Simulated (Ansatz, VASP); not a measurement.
**HfMoC2 in VASP and in Ansatz**

The input POSCAR:

```
HfMoC2
1.0
    3.1700034083      0.0000000000      0.0000000000
    0.0000000000      3.1700034083      0.0000000000
    0.0000000000      0.0000000000      4.4550613212
Hf Mo C
1 1 2
Direct
    0.0000000000      0.0000000000      0.0000000000
    0.5000000000      0.5000000000      0.5000000000
    0.5000000000      0.5000000000      0.0000000000
    0.0000000000      0.0000000000      0.5000000000
```

File INCAR.step1:

```
  ALGO = Normal
  EDIFF = 1E-4
  ENCUT = 520
  GGA = PE
  ISMEAR = -1
  LASPH = T
  LCHARG = F
  LREAL = F
  LWAVE = T
  NBANDS = 24
  NELM = 100
  PREC = Accurate
  SIGMA = 0.05
```

The input INCAR.step2:

```
  ALGO = Normal
  EDIFF = 1E-6
  ENCUT = 520
  ISIF = 2
  ISMEAR = -1
  ISTART = 1
  LASPH = T
  LCHARG = F
  LMIXTAU = T
  LREAL = F
  LWAVE = F
  METAGGA = R2SCAN
  NBANDS = 24
  NELM = 100
  PREC = Accurate
  SIGMA = 0.05
```

KPOINTS

```
k-points
0
Gamma
  8 8 6
```

File input.yaml:

```yaml
crystal:
  lattice:
    - [3.1700034083, 0.0, 0.0]
    - [0.0, 3.1700034083, 0.0]
    - [0.0, 0.0, 4.4550613212]
  atoms:
    - { symbol: Hf, position: [0.0, 0.0, 0.0] }
    - { symbol: Mo, position: [0.5, 0.5, 0.5] }
    - { symbol: C, position: [0.5, 0.5, 0.0] }
    - { symbol: C, position: [0.0, 0.0, 0.5] }
hamiltonian:
  xc: r2scan
  pseudopotentials: { kind: paw }
kpoints:
  mp_grid: { grid: [8, 8, 6] }
scf:
  occupations: { method: fermi_dirac, width: 0.05 }
output:
  forces: true
  stress: true
  eigenvalues: true
```

Alike in both runs: task single point; functional r2SCAN; k mesh 8 × 8 × 6; occupations fermi-dirac, width 0.05 eV; no spin polarisation.

|  | VASP | Ansatz |
| --- | --- | --- |
| version | VASP 6.6.1 | Ansatz 0.2.0 |
| potentials or method | VASP PAW PBE potentials, release 64 (Hf_pv, Mo_sv, C) | Ansatz PAW |
| plane-wave cutoff (eV) | 520 | 500 |
| valence electrons in the cell | 32 | 48 |

VASP gave:

| Quantity | Value |
| --- | --- |
| gap on the k mesh at the Fermi level (eV) | none |
| pressure (GPa) | 2.8 |
| traceless stress, the component that is largest in VASP (GPa) | -3.10 |

Task: Which values does Ansatz return?

Result: gap on the k mesh at the Fermi level (eV): none; pressure (GPa): 2.7; traceless stress, the component that is largest in VASP (GPa): -3.12.

VASP's potentials were made for PBE, not for r2SCAN. A gap of «none» marks a metal or a gap that the smearing closes. The functional is the same, so the differences come from potentials, cutoffs and numerics. VASP's potentials hold 32 valence electrons a cell and Ansatz's 48, so a difference there can come from the potentials and not from the codes.

Neither program's run includes spin-orbit coupling.
